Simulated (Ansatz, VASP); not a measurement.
AlRu in VASP and in Ansatz

```
Al Ru
1.0
     2.98419    0.00000    0.00000
     0.00000    2.98419    0.00000
     0.00000    0.00000    2.98419
Al Ru
1 1
Direct
  0.00000 0.00000 0.00000
  0.50000 0.50000 0.50000
```

Alike in both runs: functional r2SCAN; k mesh 18 × 18 × 18; occupations fermi-dirac, width 0.15 eV; no spin polarisation.

Ansatz relaxed the structure, and its values are those at the end. VASP's run is a single point on that final structure, the one shown.

|  | VASP | Ansatz |
| --- | --- | --- |
| version | VASP 6.6.1 | Ansatz 0.2.0 |
| potentials or method | VASP PAW PBE potentials, release 64 (Al, Ru_pv), cutoff 520 eV | scalar-relativistic, plane waves, PAW |
| valence electrons in the cell | 17 | 19 |

Ansatz gave:

```
gap on the k mesh at the Fermi level (eV) : none
pressure (GPa)                            : 0.0
```

Problem. What did VASP give for the same quantities?

Solution. gap on the k mesh at the Fermi level (eV): none; pressure (GPa): 0.1.

VASP's potentials were made for PBE, not for r2SCAN. A gap of «none» marks a metal or a gap that the smearing closes. The functional is the same, so the differences come from potentials, cutoffs and numerics. VASP's potentials hold 17 valence electrons a cell and Ansatz's 19, so a difference there can come from the potentials and not from the codes.
